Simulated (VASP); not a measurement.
# Si (Fd-3m) in VASP: notebook

Si is run at these levels: PBEsol; tasks: relaxation of cell and atoms.

Program: VASP 6.6.1. These are calculated values, not measurements. Logs are shortened: lines on timing, memory, paths and dates and some standing lists are left out, and cuts for length are marked.

## (1) The cell of the first run

It takes space group Fd-3m (No. 227, cubic). The conventional cell has a = 5.430 Å, b = 5.430 Å, c = 5.430 Å, α = 90.00°, β = 90.00°, γ = 90.00°. Within 3.1 Å of Si (site symmetry -43m) lie 4 Si at 2.35 Å.

## (2) Relaxation of cell and atoms, PBEsol

INCAR

```
SYSTEM = Si
ALGO     = Normal         ! electronic algorithm
EDIFF    = 1E-7           ! SCF threshold, eV
EDIFFG   = -0.01          ! ionic threshold
ENCUT    = 500            ! plane-wave cutoff, eV
GGA      = PS             ! functional
GGA_COMPAT= .FALSE.      
IBRION   = 2              ! ionic algorithm
ISIF     = 3              ! what is computed and relaxed
ISMEAR   = -1             ! smearing method
LASPH    = .TRUE.         ! aspherical terms in the spheres
LCHARG   = .FALSE.        ! write CHGCAR
LREAL    = .FALSE.        ! projectors in reciprocal space
LWAVE    = .FALSE.        ! write WAVECAR
NELM     = 120            ! most SCF steps
NELMIN   = 4            
NSW      = 80             ! ionic steps
PREC     = Accurate       ! precision mode
SIGMA    = 0.02           ! smearing width, eV
```

KPOINTS

```
k-points
0
G
  8 8 8
  0 0 0
```

POSCAR

```
Si
1.0
    0.0000000000      2.7150000000      2.7150000000
    2.7150000000      0.0000000000      2.7150000000
    2.7150000000      2.7150000000      0.0000000000
Si
2
Direct
    1.0000000000      1.0000000000      1.0000000000
    0.2500000000      0.2500000000      0.2500000000
```

Potentials or basis: VASP PAW PBE potentials, release 64 (Si).

Command:

```bash
$ cat potpaw_PBE.64/Si/POTCAR > POTCAR
$ mpirun -np 1 vasp_std > vasp.out
```

OUTCAR:

```text
SYSTEM = Si
   EDIFF = 1E-7
   EDIFFG = -0.01
   ENCUT = 500
   GGA = PS
   IBRION = 2
   ISIF = 3
   ISMEAR = -1
   LASPH = .TRUE.
   LREAL = .FALSE.
   NELM = 120
   NELMIN = 4
   NSW = 80
   PREC = Accurate

 ion  position               nearest neighbor table
   1  0.000  0.000  0.000-   2 2.35   2 2.35   2 2.35   2 2.35
   2  0.250  0.250  0.250-   1 2.35   1 2.35   1 2.35   1 2.35

  LATTYP: Found a face centered cubic cell.
 ALAT       =     5.4300000000

  Lattice vectors:

 A1 = (   0.0000000000,   2.7150000000,   2.7150000000)
 A2 = (   2.7150000000,   0.0000000000,   2.7150000000)
 A3 = (   2.7150000000,   2.7150000000,   0.0000000000)

Analysis of symmetry for initial positions (statically):
=====================================================================
 Subroutine PRICEL returns:
 Original cell was already a primitive cell.

 Routine SETGRP: Setting up the symmetry group for a
 face centered cubic supercell.

 Subroutine GETGRP returns: Found 48 space group operations
 (whereof 24 operations were pure point group operations)
 out of a pool of 48 trial point group operations.

The static configuration has the point symmetry T_d .
 The point group associated with its full space group is O_h .

Analysis of symmetry for dynamics (positions and initial velocities):
=====================================================================
 Subroutine PRICEL returns:
 Original cell was already a primitive cell.

 Routine SETGRP: Setting up the symmetry group for a
 face centered cubic supercell.

 Subroutine GETGRP returns: Found 48 space group operations
 (whereof 24 operations were pure point group operations)
 out of a pool of 48 trial point group operations.

The dynamic configuration has the point symmetry T_d .
 The point group associated with its full space group is O_h .

 Subroutine INISYM returns: Found 48 space group operations
 (whereof 24 operations are pure point group operations),
 and found     1 'primitive' translations

----------------------------------------------------------------------------------------

                                     Primitive cell

  volume of cell :      40.0258

  direct lattice vectors                    reciprocal lattice vectors
     0.000000000  2.715000000  2.715000000    -0.184162063  0.184162063  0.184162063
     2.715000000  0.000000000  2.715000000     0.184162063 -0.184162063  0.184162063
     2.715000000  2.715000000  0.000000000     0.184162063  0.184162063 -0.184162063

  length of vectors
     3.839589822  3.839589822  3.839589822     0.318978049  0.318978049  0.318978049

  position of ions in fractional coordinates (direct lattice)
     0.000000000  0.000000000  0.000000000
     0.250000000  0.250000000  0.250000000

  ion indices of the primitive-cell ions
   primitive index   ion index
                 1           1
                 2           2

----------------------------------------------------------------------------------------

 KPOINTS: k-points

Automatic generation of k-mesh.
 Grid dimensions read from file:
 generate k-points for:    8    8    8

 Generating k-lattice:

  Cartesian coordinates                     Fractional coordinates (reciprocal lattice)
    -0.023020258  0.023020258  0.023020258     0.125000000  0.000000000  0.000000000
     0.023020258 -0.023020258  0.023020258     0.000000000  0.125000000  0.000000000
     0.023020258  0.023020258 -0.023020258     0.000000000  0.000000000  0.125000000

  Length of vectors
     0.039872256  0.039872256  0.039872256

  Shift w.r.t. Gamma in fractional coordinates (k-lattice)
     0.000000000  0.000000000  0.000000000

 Subroutine IBZKPT returns following result:
 ===========================================

 Found     29 irreducible k-points:

 Following reciprocal coordinates:
            Coordinates               Weight
  0.000000  0.000000  0.000000      1.000000
  0.125000  0.000000  0.000000      8.000000
  0.250000  0.000000  0.000000      8.000000
  0.375000  0.000000  0.000000      8.000000
  0.500000  0.000000  0.000000      4.000000
  0.125000  0.125000  0.000000      6.000000
[... 16 lines left out ...]
  0.500000  0.250000  0.125000     48.000000
 -0.375000  0.250000  0.125000     24.000000
 [... further k-points ...]
   k-points           NKPTS =     29   k-points in BZ     NKDIM =     29   number of bands    NBANDS=      8
   number of dos      NEDOS =    301   number of ions     NIONS =      2
   total plane-waves  NPLWV =  21952
   dimension x,y,z NGX =    28 NGY =   28 NGZ =   28
   dimension x,y,z NGXF=    56 NGYF=   56 NGZF=   56
   ions per type =               2
   NGX,Y,Z   is equivalent  to a cutoff of  12.12, 12.12, 12.12 a.u.
   NGXF,Y,Z  is equivalent  to a cutoff of  24.25, 24.25, 24.25 a.u.
 SYSTEM =  Si
   PREC   = accura    normal or accurate (medium, high low for compatibility)
   ISTART =      0    job   : 0-new  1-cont  2-samecut
   ICHARG =      2    charge: 1-file 2-atom 10-const
   ISPIN  =      1    spin polarized calculation?
   LNONCOLLINEAR =      F non collinear calculations
   LSORBIT =      F    spin-orbit coupling
   LASPH  =      T    aspherical Exc in radial PAW
   ENCUT  =  500.0 eV  36.75 Ry    6.06 a.u.   7.00  7.00  7.00*2*pi/ulx,y,z
   NELM   =    120;   NELMIN=  4; NELMDL= -5     # of ELM steps
   EDIFF  = 0.1E-06   stopping-criterion for ELM
   LREAL  =      F    real-space projection
   EDIFFG = -.1E-01   stopping-criterion for IOM
   NSW    =     80    number of steps for IOM
   IBRION =      2    ionic relax: 0-MD 1-quasi-New 2-CG
   NFREE  =      1    steps in history (QN), initial steepest desc. (CG)
   ISIF   =      3    stress and relaxation
   ISYM   =      2    0-nonsym 1-usesym 2-fastsym
   POTIM  = 0.5000    time-step for ionic-motion
   TEBEG  =    0.0;   TEEND  =   0.0 temperature during run
   PSTRESS=    0.0 pullay stress
   NELECT =       8.0000    total number of electrons
   NUPDOWN=      -1.0000    fix difference up-down
   EMIN   =  10.00;   EMAX   =-10.00  energy-range for DOS
   EFERMI =   0.00;   METHOD = LEGACY
   ISMEAR =    -1;   SIGMA  =   0.02  broadening in eV -4-tet -1-fermi 0-gaus
   EFERMI_NEDOS =   21; number of points for ismear=-14 and -15
   IALGO  =     38    algorithm
   IMIX   =      4    mixing-type and parameters
     AMIX     =   0.40;   BMIX     =  1.00
     AMIX_MAG =   1.60;   BMIX_MAG =  1.00
  volume/ion in A,a.u.               =      20.01       135.05
  Fermi-wavevector in a.u.,A,eV,Ry     =   0.957176  1.808800 12.465458  0.916185
  Thomas-Fermi vector in A             =   2.086170
   LORBIT       =      0    0 simple, 1 ext, 2 COOP (PROOUT), +10 PAW based schemes
   GGA     = PS    functional components
   LHFCALC =     F    Hartree Fock is set to
   AEXX    =    0.0000 exact exchange contribution
   IVDW    =     0    specifies the selected vdW correction
   LEPSILON=     F    determine dielectric tensor
   LRPA    =     F    only Hartree local field effects (RPA)
 conjugate gradient relaxation of ions
 non-spin polarized calculation
  energy-cutoff  :      500.00
  volume of cell :       40.03
 maximum number of plane-waves:      1036
   NGX = 13   NGY = 13   NGZ = 13

--------------------------------------- Ionic step        1  -------------------------------------------

 number of electron       8.0000001 magnetization

 Free energy of the ion-electron system (eV)
  ---------------------------------------------------
  ext. energy  EPLUGINS =         0.00000000
  ---------------------------------------------------
  free energy    TOTEN  =       -11.48905091 eV

  energy without entropy =      -11.48905088  energy(sigma->0) =      -11.48905089

------------------------ aborting loop because EDIFF is reached ----------------------------------------

  FORCE on cell =-STRESS in cart. coord.  units (eV):
  Direction    XX          YY          ZZ          XY          YZ          ZX
  --------------------------------------------------------------------------------------
  -------------------------------------------------------------------------------------
  Total        0.0760611      0.0760611      0.0760611     -0.0000000     -0.0000000     -0.0000000
  in kB        3.0446230      3.0446230      3.0446230     -0.0000000     -0.0000000     -0.0000000
  external PRESSURE =       3.0446230 kB  Pullay stress =       0.0000000 kB
[... 57 lines left out ...]
  energy  without entropy=      -11.4891076668  energy(sigma->0) =      -11.48910768

--------------------------------------- Ionic step        3  -------------------------------------------

 number of electron       8.0000001 magnetization

 Free energy of the ion-electron system (eV)
  ---------------------------------------------------
  ext. energy  EPLUGINS =         0.00000000
  ---------------------------------------------------
  free energy    TOTEN  =       -11.48917058 eV

  energy without entropy =      -11.48917055  energy(sigma->0) =      -11.48917056

 E-fermi :   6.0101     XC(G=0):  -9.5421

 val. band max:        5.7636205066   @ k =   0.0000   0.0000   0.0000
 cond. band min:       6.2707133460   @ k =   0.3750   0.3750   0.0000
 fundamental gap:      0.5070928394
 Fermi energy:         6.0100895288

 k-point     1 :       0.0000    0.0000    0.0000
  band No.  band energies     occupation
      1      -6.2080      2.00000
      2       5.7636      1.99999
      3       5.7636      1.99999
      4       5.7636      1.99999
      5       8.2790      0.00000
      6       8.2790      0.00000
      7       8.2790      0.00000
      8       9.0561      0.00000
[... 243 lines left out ...]
 k-point    24 :      -0.3750    0.2500    0.1250
  band No.  band energies     occupation
      1      -3.3264      2.00000
      2      -1.0432      2.00000
      3       2.2817      2.00000
      4       3.5849      2.00000
      5       8.7581      0.00000
      6       8.8016      0.00000
      7      11.6156      0.00000
      8      12.7931      0.00000

 [... further k-points ...]

------------------------ aborting loop because EDIFF is reached ----------------------------------------

  FORCE on cell =-STRESS in cart. coord.  units (eV):
  Direction    XX          YY          ZZ          XY          YZ          ZX
  --------------------------------------------------------------------------------------
  -------------------------------------------------------------------------------------
  Total        0.0012654      0.0012654      0.0012654      0.0000000      0.0000000      0.0000000
  in kB        0.0504910      0.0504910      0.0504910      0.0000000      0.0000000      0.0000000
  external PRESSURE =       0.0504910 kB  Pullay stress =       0.0000000 kB
[... 17 lines left out ...]
  FREE ENERGIE OF THE ION-ELECTRON SYSTEM (eV)
  ---------------------------------------------------
  free  energy   TOTEN  =       -11.4891705774 eV

  energy  without entropy=      -11.4891705489  energy(sigma->0) =      -11.48917056

 reached required accuracy - stopping structural energy minimisation
```

It took 20 s on 1 thread of AMD EPYC 7R13 (Zen 3), shared host; peak memory 0.11 GiB.

Results:

```
Free energy                           : -11.4892 eV
Relaxed volume                        : 20.08 Å³/atom
Relaxed cell                          : a = 3.844 Å, b = 3.844 Å, c = 3.844 Å, α = 60.00°, β = 60.00°, γ = 60.00°
Space group after relaxing (to 0.1 Å) : Fd-3m (No. 227)
Energy gained by relaxing             : 0.1 meV/atom
Ionic steps                           : 3
Pressure after relaxing               : 0.0 GPa
Band gap on the k mesh                : 0.51 eV (least direct gap 2.52 eV)
```

Step by step:
| step | energy change (eV) | largest force (eV/Å) | pressure (GPa) | volume (Å³) |
| --- | --- | --- | --- | --- |
| 1 | 0.0000 | 0.0000 | 0.30 | 40.03 |
| 2 | -0.0001 | 0.0000 | -0.21 | 40.25 |
| 3 | -0.0001 | 0.0000 | 0.01 | 40.15 |

Final structure:
```xyz
2
Lattice="0.0000 2.7179 2.7179 2.7179 0.0000 2.7179 2.7179 2.7179 0.0000" Properties=species:S:1:pos:R:3 pbc="T T T"
Si    0.0000    0.0000    0.0000
Si    1.3589    1.3589    1.3589
```

Levels at points of the mesh, in eV from the valence-band top:
```tsv
k point	band 1	band 2	band 3	band 4	band 5	band 6	band 7	band 8
(0.00, 0.00, 0.00)	-11.97	0.00	0.00	0.00	2.52	2.52	2.52	3.29
(0.50, 0.00, 0.00)	-9.63	-7.00	-1.20	-1.20	1.46	3.27	3.27	7.51
(0.50, 0.50, 0.00)	-7.82	-7.82	-2.87	-2.87	0.59	0.59	10.04	10.04
```

Caveat: semilocal functionals underestimate gaps, and a narrow one can read as zero; the PAW data sets were made with another functional, which shifts forces and pressure a little. A k mesh can miss the band edges.

## (3) Relaxation of cell and atoms, PBEsol, target pressure 5 GPa, at which the enthalpy is minimised

INCAR

```
ALGO = Normal ; EDIFF = 1E-7
EDIFFG = -0.01 ; ENCUT = 500
GGA = PS ; GGA_COMPAT = F
IBRION = 2 ; ISIF = 3
ISMEAR = -1 ; LASPH = T
LCHARG = F ; LREAL = F
LWAVE = F ; NELM = 120
NELMIN = 4 ; NSW = 80
PREC = Accurate ; PSTRESS = 50.0
SIGMA = 0.02
```

KPOINTS

```
k-points
0
Gamma
  8 8 8
```

POSCAR is that of step 2.

Potentials or basis: VASP PAW PBE potentials, release 64 (Si).

Command:

```bash
$ cat potpaw_PBE.64/Si/POTCAR > POTCAR
$ mpirun -np 1 vasp_std > vasp.out
```

Wall time 20 s (1 thread of AMD EPYC 7R13 (Zen 3), shared host); peak memory 0.11 GiB.

It converged, with:

| Property | Result |
| --- | --- |
| Free energy | -11.4613 eV |
| Relaxed volume | 19.14 Å³/atom |
| Relaxed cell | a = 3.783 Å, b = 3.783 Å, c = 3.783 Å, α = 60.00°, β = 60.00°, γ = 60.00° |
| Space group after relaxing (to 0.1 Å) | Fd-3m (No. 227) |
| Energy change on relaxing (the run minimises the enthalpy) | +13.9 meV/atom |
| Ionic steps | 3 |
| Pressure after relaxing | 5.0 GPa |
| Band gap on the k mesh | 0.43 eV (least direct gap 2.53 eV) |

Step by step:
```csv
step,energy change (eV),largest force (eV/Å),pressure (GPa),volume (Å³)
1,0.0000,0.0000,0.30,40.03
2,0.1001,0.0000,10.11,36.72
3,0.0278,0.0000,4.97,38.28
```

Final structure:
```
CELL_PARAMETERS angstrom
0.00000 2.67488 2.67488
2.67488 0.00000 2.67488
2.67488 2.67488 0.00000
ATOMIC_POSITIONS crystal
Si 0.00000 0.00000 0.00000
Si 0.25000 0.25000 0.25000
```

Levels at points of the mesh, in eV from the valence-band top:
| k point | band 2 | band 3 | band 4 | band 5 | band 6 | band 7 |
| --- | --- | --- | --- | --- | --- | --- |
| (0.00, 0.00, 0.00) | 0.00 | 0.00 | 0.00 | 2.53 | 2.53 | 2.53 |
| (0.50, 0.00, 0.00) | -7.24 | -1.24 | -1.24 | 1.62 | 3.25 | 3.25 |
| (0.50, 0.50, 0.00) | -7.98 | -3.00 | -3.00 | 0.50 | 0.50 | 10.45 |

Caveat: the cell is relaxed towards a set pressure, so the run minimises the enthalpy, not the energy; semilocal functionals underestimate gaps, and a narrow one can read as zero; the PAW data sets were made with another functional, which shifts forces and pressure a little. A k mesh can miss the band edges.
